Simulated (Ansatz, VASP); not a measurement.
**Two plane-wave programs on Al**

```xyz
4
Lattice="2.9108 0.0000 0.0000 0.0000 2.9108 0.0000 0.0000 0.0000 26.0292" Properties=species:S:1:pos:R:3 pbc="T T T"
Al    0.0000    0.0000   14.1724
Al    1.4554    1.4554   16.2042
Al    0.0000    0.0000   18.1792
Al    1.4554    1.4554   20.2102
```

Alike in both runs: functional PBE; k mesh 12 × 12 × 1; occupations methfessel-paxton of order 1, width 0.1 eV; no spin polarisation.

Ansatz relaxed the structure, and its values are those at the end. VASP's run is a single point on that final structure, the one shown.

```csv
,VASP,Ansatz
version,VASP 6.6.1,Ansatz 0.2.0
potentials or method,"VASP PAW PBE potentials, release 64 (Al), cutoff 400 eV","scalar-relativistic, plane waves, PAW"
valence electrons in the cell,12,12
```

|  | VASP | Ansatz | Ansatz less VASP |
| --- | --- | --- | --- |
| gap on the k mesh at the Fermi level (eV) | none | none | - |
| rms of the force components (eV/Å) | 0.003 | 0.003 | -0.0002 |

A gap of «none» marks a metal or a gap that the smearing closes.
